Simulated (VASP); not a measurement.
A run of VASP 6.6.1:

File POSCAR:

```
LiF
1.0
    0.0000000000      2.1446105349      2.1446105349
    2.1446105349      0.0000000000      2.1446105349
    2.1446105349      2.1446105349      0.0000000000
Li F
1 1
Direct
    0.0000000000      0.0000000000      0.0000000000
    0.2500000000      0.2500000000      0.2500000000
```

File INCAR.step1:

```
SYSTEM = LiF
PREC     = Accurate       ! precision mode
ENCUT    = 520            ! plane-wave cutoff, eV
ISMEAR   = -1             ! smearing method
SIGMA    = 0.02           ! smearing width, eV
LREAL    = .FALSE.        ! projectors in reciprocal space
LASPH    = .TRUE.         ! aspherical terms in the spheres
NELM     = 80             ! most SCF steps
NBANDS   = 12             ! bands
GGA      = PE             ! functional
ALGO     = Normal         ! electronic algorithm
EDIFF    = 1E-4           ! SCF threshold, eV
LWAVE    = .TRUE.         ! write WAVECAR
LCHARG   = .FALSE.        ! write CHGCAR
```

File INCAR.step2:

```
SYSTEM = LiF
PREC     = Accurate       ! precision mode
ENCUT    = 520            ! plane-wave cutoff, eV
EDIFF    = 1E-6           ! SCF threshold, eV
ISMEAR   = -1             ! smearing method
SIGMA    = 0.02           ! smearing width, eV
LREAL    = .FALSE.        ! projectors in reciprocal space
LASPH    = .TRUE.         ! aspherical terms in the spheres
NELM     = 80             ! most SCF steps
ALGO     = Normal         ! electronic algorithm
ISIF     = 2              ! what is computed and relaxed
LWAVE    = .FALSE.        ! write WAVECAR
LCHARG   = .FALSE.        ! write CHGCAR
METAGGA  = R2SCAN         ! meta-GGA
LMIXTAU  = .TRUE.       
NBANDS   = 12             ! bands
ISTART   = 1
```

File KPOINTS:

```
regular mesh
0
G
  10 10 10
  0 0 0
```

Potentials or basis: VASP PAW PBE potentials, release 64 (Li_sv, F).

Launch:

```bash
$ cat potpaw_PBE.64/Li_sv/POTCAR potpaw_PBE.64/F/POTCAR > POTCAR
$ cp INCAR.step1 INCAR
$ mpirun -np 1 vasp_std > vasp.out
$ cp INCAR.step2 INCAR
$ mpirun -np 1 vasp_std > vasp.out
```

Hardware: 1 thread of Intel(R) Xeon(R) Platinum 8375C CPU @ 2.90GHz (Ice Lake), with other jobs on the host.

Task: Estimate the wall time of this run.

Result: Wall time 58 s on 1 thread of Intel(R) Xeon(R) Platinum 8375C CPU @ 2.90GHz (Ice Lake), on a shared host, peak memory 0.14 GiB. Counts: k points 47.
